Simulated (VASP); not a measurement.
# CoSi3 (Pm-3m) in VASP: notebook

The runs below take CoSi3 through single point, with PBE.

Everything below comes from runs of VASP 6.6.1. Logs are shortened: lines on timing, memory, paths and dates and some standing lists are left out, and cuts for length are marked.

**1. The cell of the first run**

Symmetry: Pm-3m, No. 221, cubic system. The conventional cell has a = 3.918 Å, b = 3.918 Å, c = 3.918 Å, α = 90.00°, β = 90.00°, γ = 90.00°. Within 3.7 Å of Si (site symmetry 4/mmm) lie 8 Si at 2.77 Å and 4 Co at 2.77 Å. Co (site symmetry m-3m) has 12 Si at 2.77 Å within 3.7 Å.

**2. Single point, PBE, collinear spin, ferromagnetic start**

Input file INCAR:

```
PREC = Accurate
ENCUT = 520
EDIFF = 1E-6
ISMEAR = 0
SIGMA = 0.1
LREAL = False
LASPH = True
NELM = 150
ALGO = Normal
ISIF = 2
LWAVE = False
LCHARG = False
ISPIN = 2
MAGMOM = 0 0 0 3.5
LORBIT = 11
LMAXMIX = 4
GGA = PE
NBANDS = 22
```

Input file KPOINTS:

```
Automatic mesh
0
Gamma
  12 12 12
```

Input file POSCAR:

```
CoSi3
1.0
    3.9181465612      0.0000000000      0.0000000000
    0.0000000000      3.9181465612      0.0000000000
    0.0000000000      0.0000000000      3.9181465612
Si Co
3 1
Direct
    0.0000000000      0.5000000000      0.5000000000
    0.5000000000      0.0000000000      0.5000000000
    0.5000000000      0.5000000000      0.0000000000
    0.0000000000      0.0000000000      0.0000000000
```

Potentials or basis: VASP PAW PBE potentials, release 64 (Si, Co).

Command:

```sh
> cat potpaw_PBE.64/Si/POTCAR potpaw_PBE.64/Co/POTCAR > POTCAR
> mpirun -np 1 vasp_std > vasp.out
```

OUTCAR:

```text
PREC = Accurate
   ENCUT = 520
   EDIFF = 1E-6
   ISMEAR = 0
   LREAL = False
   LASPH = True
   NELM = 150
   ISIF = 2
   ISPIN = 2
   LORBIT = 11
   GGA = PE

 ion  position               nearest neighbor table
   1  0.000  0.500  0.500-   2 2.77   3 2.77   4 2.77   3 2.77   4 2.77   2 2.77   4 2.77   4 2.77
                             2 2.77   3 2.77   3 2.77   2 2.77
   2  0.500  0.000  0.500-   1 2.77   3 2.77   4 2.77   3 2.77   4 2.77   1 2.77   3 2.77   3 2.77
                             1 2.77   4 2.77   4 2.77   1 2.77
   3  0.500  0.500  0.000-   1 2.77   2 2.77   4 2.77   1 2.77   2 2.77   2 2.77   4 2.77   2 2.77
                             1 2.77   4 2.77   1 2.77   4 2.77
   4  0.000  0.000  0.000-   1 2.77   2 2.77   3 2.77   1 2.77   2 2.77   1 2.77   3 2.77   1 2.77
                             2 2.77   3 2.77   2 2.77   3 2.77

  LATTYP: Found a simple cubic cell.
 ALAT       =     3.9181465612

  Lattice vectors:

 A1 = (   3.9181465612,   0.0000000000,   0.0000000000)
 A2 = (   0.0000000000,   3.9181465612,   0.0000000000)
 A3 = (   0.0000000000,   0.0000000000,   3.9181465612)

Analysis of symmetry for initial positions (statically):
=====================================================================
 Subroutine PRICEL returns:
 Original cell was already a primitive cell.

 Routine SETGRP: Setting up the symmetry group for a
 simple cubic supercell.

 Subroutine GETGRP returns: Found 48 space group operations
 (whereof 48 operations were pure point group operations)
 out of a pool of 48 trial point group operations.

The static configuration has the point symmetry O_h .

Analysis of symmetry for dynamics (positions and initial velocities):
=====================================================================
 Subroutine PRICEL returns:
 Original cell was already a primitive cell.

 Routine SETGRP: Setting up the symmetry group for a
 simple cubic supercell.

 Subroutine GETGRP returns: Found 48 space group operations
 (whereof 48 operations were pure point group operations)
 out of a pool of 48 trial point group operations.

The dynamic configuration has the point symmetry O_h .

Analysis of structural, dynamic, and magnetic symmetry:
=====================================================================
 Subroutine PRICEL returns:
 Original cell was already a primitive cell.

 Routine SETGRP: Setting up the symmetry group for a
 simple cubic supercell.

 Subroutine GETGRP returns: Found 48 space group operations
 (whereof 48 operations were pure point group operations)
 out of a pool of 48 trial point group operations.

The overall configuration has the point symmetry O_h .

 Subroutine INISYM returns: Found 48 space group operations
 (whereof 48 operations are pure point group operations),
 and found     1 'primitive' translations

----------------------------------------------------------------------------------------

                                     Primitive cell

  volume of cell :      60.1509

  direct lattice vectors                    reciprocal lattice vectors
     3.918146561  0.000000000  0.000000000     0.255222714  0.000000000  0.000000000
     0.000000000  3.918146561  0.000000000     0.000000000  0.255222714  0.000000000
     0.000000000  0.000000000  3.918146561     0.000000000  0.000000000  0.255222714

  length of vectors
     3.918146561  3.918146561  3.918146561     0.255222714  0.255222714  0.255222714

  position of ions in fractional coordinates (direct lattice)
     0.000000000  0.500000000  0.500000000
     0.500000000  0.000000000  0.500000000
     0.500000000  0.500000000  0.000000000
     0.000000000  0.000000000  0.000000000

  ion indices of the primitive-cell ions
   primitive index   ion index
                 1           1
                 2           2
                 3           3
                 4           4

----------------------------------------------------------------------------------------

 KPOINTS: Automatic mesh

Automatic generation of k-mesh.
 Grid dimensions read from file:
 generate k-points for:   12   12   12

 Generating k-lattice:

  Cartesian coordinates                     Fractional coordinates (reciprocal lattice)
     0.021268560  0.000000000  0.000000000     0.083333333  0.000000000  0.000000000
     0.000000000  0.021268560  0.000000000     0.000000000  0.083333333  0.000000000
     0.000000000  0.000000000  0.021268560     0.000000000  0.000000000  0.083333333

  Length of vectors
     0.021268560  0.021268560  0.021268560

  Shift w.r.t. Gamma in fractional coordinates (k-lattice)
     0.000000000  0.000000000  0.000000000

 Subroutine IBZKPT returns following result:
 ===========================================

 Found     84 irreducible k-points:

 Following reciprocal coordinates:
            Coordinates               Weight
  0.000000  0.000000  0.000000      1.000000
  0.083333  0.000000  0.000000      6.000000
  0.166667  0.000000  0.000000      6.000000
  0.250000  0.000000  0.000000      6.000000
  0.333333  0.000000  0.000000      6.000000
  0.416667  0.000000  0.000000      6.000000
[... 16 lines left out ...]
  0.333333  0.333333  0.000000     12.000000
  0.416667  0.333333  0.000000     24.000000
 [... further k-points ...]
   k-points           NKPTS =     84   k-points in BZ     NKDIM =     84   number of bands    NBANDS=     22
   number of dos      NEDOS =    301   number of ions     NIONS =      4
   total plane-waves  NPLWV =  27000
   dimension x,y,z NGX =    30 NGY =   30 NGZ =   30
   dimension x,y,z NGXF=    60 NGYF=   60 NGZF=   60
   ions per type =               3   1
   NGX,Y,Z   is equivalent  to a cutoff of  12.73, 12.73, 12.73 a.u.
   NGXF,Y,Z  is equivalent  to a cutoff of  25.46, 25.46, 25.46 a.u.
 SYSTEM =  unknown system
   PREC   = accura    normal or accurate (medium, high low for compatibility)
   ISTART =      0    job   : 0-new  1-cont  2-samecut
   ICHARG =      2    charge: 1-file 2-atom 10-const
   ISPIN  =      2    spin polarized calculation?
   LNONCOLLINEAR =      F non collinear calculations
   LSORBIT =      F    spin-orbit coupling
   LASPH  =      T    aspherical Exc in radial PAW
   ENCUT  =  520.0 eV  38.22 Ry    6.18 a.u.   7.29  7.29  7.29*2*pi/ulx,y,z
   NELM   =    150;   NELMIN=  2; NELMDL= -5     # of ELM steps
   EDIFF  = 0.1E-05   stopping-criterion for ELM
   LREAL  =      F    real-space projection
[... 7 lines left out ...]
   TEBEG  =    0.0;   TEEND  =   0.0 temperature during run
   PSTRESS=    0.0 pullay stress
   NELECT =      21.0000    total number of electrons
   NUPDOWN=      -1.0000    fix difference up-down
   EMIN   =  10.00;   EMAX   =-10.00  energy-range for DOS
   EFERMI =   0.00;   METHOD = LEGACY
   ISMEAR =     0;   SIGMA  =   0.10  broadening in eV -4-tet -1-fermi 0-gaus
   EFERMI_NEDOS =   21; number of points for ismear=-14 and -15
   IALGO  =     38    algorithm
   IMIX   =      4    mixing-type and parameters
     AMIX     =   0.40;   BMIX     =  1.00
     AMIX_MAG =   1.60;   BMIX_MAG =  1.00
  volume/ion in A,a.u.               =      15.04       101.48
  Fermi-wavevector in a.u.,A,eV,Ry     =   1.152747  2.178376 18.079764  1.328825
  Thomas-Fermi vector in A             =   2.289396
   LORBIT       =     11    0 simple, 1 ext, 2 COOP (PROOUT), +10 PAW based schemes
   GGA     = PE    functional components
   LHFCALC =     F    Hartree Fock is set to
   AEXX    =    0.0000 exact exchange contribution
   IVDW    =     0    specifies the selected vdW correction
   LEPSILON=     F    determine dielectric tensor
   LRPA    =     F    only Hartree local field effects (RPA)
 spin polarized calculation
 Gauss-broadening in eV      SIGMA  =   0.10
  energy-cutoff  :      520.00
  volume of cell :       60.15
 maximum number of plane-waves:      1647
 NGX is ok and might be reduce to    30
   NGX = 15   NGY = 15   NGZ = 15

 number of electron      20.9999994 magnetization       0.7216115

 Free energy of the ion-electron system (eV)
  ---------------------------------------------------
  ext. energy  EPLUGINS =         0.00000000
  ---------------------------------------------------
  free energy    TOTEN  =       -21.67542767 eV

  energy without entropy =      -21.65890246  energy(sigma->0) =      -21.66716506

 E-fermi :   8.8747     XC(G=0): -11.1754

 val. band max:        8.8705624087   @ k =   0.5000   0.4167   0.3333
 cond. band min:       8.8780143239   @ k =   0.4167   0.0833   0.0000
 fundamental gap:      0.0074519152
 Fermi energy:         8.8747184034

 spin component 1

 k-point     1 :       0.0000    0.0000    0.0000
  band No.  band energies     occupation
      1      -4.0905      1.00000
      2       4.1917      1.00000
      3       4.1917      1.00000
      4       4.8821      1.00000
      5       4.8821      1.00000
      6       4.8821      1.00000
[... 14 lines left out ...]
     21      15.4585      0.00000
     22      17.4936      0.00000

 k-point     2 :       0.0833    0.0000    0.0000
  band No.  band energies     occupation
      1      -4.0268      1.00000
      2       3.3937      1.00000
      3       4.2481      1.00000
      4       4.9116      1.00000
      5       4.9116      1.00000
      6       5.4768      1.00000
[... 14 lines left out ...]
     21      16.4827      0.00000
     22      17.7192      0.00000

 k-point     3 :       0.1667    0.0000    0.0000
  band No.  band energies     occupation
      1      -3.8370      1.00000
      2       2.2801      1.00000
      3       4.4164      1.00000
      4       4.9939      1.00000
      5       4.9939      1.00000
      6       6.0789      1.00000
[... 14 lines left out ...]
     21      17.9523      0.00000
     22      18.0550      0.00000
[... 476 lines left out ...]
 k-point    23 :       0.3333    0.3333    0.0000
  band No.  band energies     occupation
      1      -2.1334      1.00000
      2       0.8269      1.00000
      3       1.3301      1.00000
      4       4.4864      1.00000
      5       5.7554      1.00000
      6       6.5010      1.00000
[... 14 lines left out ...]
     21      18.6311      0.00000
     22      20.9536      0.00000

 k-point    24 :       0.4167    0.3333    0.0000
  band No.  band energies     occupation
      1      -1.6502      1.00000
      2       0.2083      1.00000
      3       1.4902      1.00000
      4       3.8432      1.00000
      5       5.9110      1.00000
      6       6.4374      1.00000
[... 14 lines left out ...]
     21      19.5944      0.00000
     22      19.8187      0.00000

 [... further k-points ...]

 spin component 2

 k-point     1 :       0.0000    0.0000    0.0000
  band No.  band energies     occupation
      1      -4.0986      1.00000
      2       4.2481      1.00000
      3       4.2481      1.00000
      4       4.8701      1.00000
      5       4.8701      1.00000
      6       4.8701      1.00000
[... 14 lines left out ...]
     21      15.5414      0.00000
     22      17.5216      0.00000

 k-point     2 :       0.0833    0.0000    0.0000
  band No.  band energies     occupation
      1      -4.0350      1.00000
      2       3.4046      1.00000
      3       4.3058      1.00000
      4       4.9071      1.00000
      5       4.9071      1.00000
      6       5.5363      1.00000
[... 14 lines left out ...]
     21      16.5406      0.00000
     22      17.7463      0.00000

 k-point     3 :       0.1667    0.0000    0.0000
  band No.  band energies     occupation
      1      -3.8451      1.00000
      2       2.2772      1.00000
      3       4.4781      1.00000
      4       5.0133      1.00000
      5       5.0133      1.00000
      6       6.2055      1.00000
[... 14 lines left out ...]
     21      17.9955      0.00000
     22      18.0791      0.00000
[... 476 lines left out ...]
 k-point    23 :       0.3333    0.3333    0.0000
  band No.  band energies     occupation
      1      -2.1397      1.00000
      2       0.8101      1.00000
      3       1.3411      1.00000
      4       4.5253      1.00000
      5       5.9810      1.00000
      6       7.0381      1.00000
[... 14 lines left out ...]
     21      18.6518      0.00000
     22      20.9917      0.00000

 k-point    24 :       0.4167    0.3333    0.0000
  band No.  band energies     occupation
      1      -1.6546      1.00000
      2       0.1958      1.00000
      3       1.4951      1.00000
      4       3.8594      1.00000
      5       6.2059      1.00000
      6       6.9406      1.00000
[... 14 lines left out ...]
     21      19.5992      0.00000
     22      19.8537      0.00000

 [... further k-points ...]
[... 5 lines left out ...]
  --------------------------------------------------------------------------------------
  -------------------------------------------------------------------------------------
  Total       -5.5132124     -5.5132124     -5.5132124      0.0000000      0.0000000     -0.0000000
  in kB     -146.8497712   -146.8497712   -146.8497712      0.0000000      0.0000000     -0.0000000
  external PRESSURE =    -146.8497712 kB  Pullay stress =       0.0000000 kB

 VOLUME and BASIS-vectors are now :
 -----------------------------------------------------------------------------
  energy-cutoff  :      520.00
  volume of cell :       60.15
      direct lattice vectors                 reciprocal lattice vectors
     3.918146561  0.000000000  0.000000000     0.255222714  0.000000000  0.000000000
     0.000000000  3.918146561  0.000000000     0.000000000  0.255222714  0.000000000
     0.000000000  0.000000000  3.918146561     0.000000000  0.000000000  0.255222714

 POSITION                                       TOTAL-FORCE (eV/Angst)
 -----------------------------------------------------------------------------------
      0.00000      1.95907      1.95907         0.000000      0.000000      0.000000
      1.95907      0.00000      1.95907         0.000000      0.000000      0.000000
      1.95907      1.95907      0.00000         0.000000      0.000000      0.000000
      0.00000      0.00000      0.00000         0.000000      0.000000      0.000000
 -----------------------------------------------------------------------------------
    total drift:                                0.000000     -0.000000     -0.000000

  FREE ENERGIE OF THE ION-ELECTRON SYSTEM (eV)
  ---------------------------------------------------
  free  energy   TOTEN  =       -21.6754276667 eV

  energy  without entropy=      -21.6589024613  energy(sigma->0) =      -21.66716506

 total charge

# of ion       s       p       d       tot
------------------------------------------
    1        0.825   0.681   0.000   1.507
    2        0.825   0.681   0.000   1.507
    3        0.825   0.681   0.000   1.507
    4        0.358   0.292   7.377   8.027
--------------------------------------------------
tot          2.834   2.336   7.377  12.548

 magnetization (x)

# of ion       s       p       d       tot
------------------------------------------
    1        0.009  -0.008   0.000   0.001
    2        0.009  -0.008   0.000   0.001
    3        0.009  -0.008   0.000   0.001
    4        0.001   0.006   0.763   0.771
--------------------------------------------------
tot          0.029  -0.018   0.763   0.774
```

Wall time 4.6 min (1 thread of Intel Xeon Platinum 8259CL at 2.50GHz (Skylake/Cascade Lake), shared host); peak memory 0.29 GiB.

Results:

* Free energy: -21.6754 eV
* Pressure: -14.7 GPa
* Net moment: 0.72 μB per cell
* Site moments: Si +0.00; Co +0.77 μB
* Valence electrons inside the program's atomic spheres: Si 1.51; Co 8.03

Caveat: the cell stands under tension.

**3. Single point, PBE, collinear spin, ferromagnetic start**

This run uses another cell than the first one, of 16.29 Å³/atom.

Input file INCAR:

```
SYSTEM = CoSi3
ALGO = Normal
EDIFF = 1E-6
ENCUT = 520
GGA = PE
ISIF = 2
ISMEAR = 0
ISPIN = 2
LASPH = .True.
LCHARG = .True.
LELF = .True.
LMAXMIX = 4
LORBIT = 11
LREAL = .False.
LVHAR = .True.
LWAVE = .False.
MAGMOM = 0 0 0 3.5
NBANDS = 22
NELM = 150
PREC = Accurate
SIGMA = 0.1
```

Input file KPOINTS:

```
k-points
0
Gamma
  12 12 12
  0 0 0
```

Input file POSCAR:

```
CoSi3
1.0
    4.0240933407      0.0000000000      0.0000000000
    0.0000000000      4.0240933407      0.0000000000
    0.0000000000      0.0000000000      4.0240933407
Si Co
3 1
Direct
    0.0000000000      0.5000000000      0.5000000000
    0.5000000000      0.0000000000      0.5000000000
    0.5000000000      0.5000000000      0.0000000000
    0.0000000000      0.0000000000      0.0000000000
```

Potentials or basis: VASP PAW PBE potentials, release 64 (Si, Co).

Command:

```sh
> cat potpaw_PBE.64/Si/POTCAR potpaw_PBE.64/Co/POTCAR > POTCAR
> mpirun -np 1 vasp_std > vasp.out
```

Run time: 3.8 min. Hardware: 1 thread of Intel Xeon Platinum 8259CL at 2.50GHz (Skylake/Cascade Lake), shared host; peak memory 0.31 GiB.

The run converged. Its results:

| Quantity | Value |
| --- | --- |
| Free energy | -21.1709 eV |
| Pressure | -17.4 GPa |
| Band gap on the k mesh | zero (filled and empty bands overlap) |
| Net moment | 1.04 μB per cell |
| Site moments | Si +0.00; Co +1.10 μB |
| Valence electrons inside the program's atomic spheres | Si 1.49; Co 7.92 |

Levels at points of the mesh, in eV from the Fermi level:
Spin up:
| k point | band 7 | band 8 | band 9 | band 10 | band 11 | band 12 | band 13 | band 14 | band 15 | band 16 |
| --- | --- | --- | --- | --- | --- | --- | --- | --- | --- | --- |
| (0.00, 0.00, 0.00) | -1.82 | -1.82 | -1.82 | -0.55 | -0.55 | -0.21 | 3.23 | 3.23 | 3.23 | 5.55 |
| (0.50, 0.00, 0.00) | -1.76 | -1.37 | -0.75 | -0.75 | -0.29 | -0.29 | 0.15 | 1.04 | 1.92 | 5.64 |
| (0.50, 0.50, 0.00) | -1.58 | -1.31 | -1.30 | -0.46 | 0.50 | 1.28 | 1.28 | 1.68 | 1.68 | 3.77 |
| (0.50, 0.50, 0.50) | -4.64 | -1.30 | -1.26 | -1.26 | -1.03 | -1.03 | -1.03 | 7.58 | 7.58 | 7.88 |
Spin down:
```
           k point  band 6  band 7  band 8  band 9  band 10  band 11  band 12  band 13  band 14  band 15
(0.00, 0.00, 0.00)   -3.71   -0.67   -0.67   -0.67    -0.10     0.10     0.10     3.18     3.18     3.18
(0.50, 0.00, 0.00)   -2.32   -0.78   -0.78   -0.68    -0.58     0.16     0.61     0.61     1.19     2.29
(0.50, 0.50, 0.00)   -1.82   -0.73   -0.62   -0.55    -0.44     0.91     1.25     1.25     2.22     2.22
(0.50, 0.50, 0.50)   -4.68   -4.68   -1.18   -0.50    -0.50     0.20     0.20     0.20     7.63     7.63
```

Caveat: the cell stands under tension.
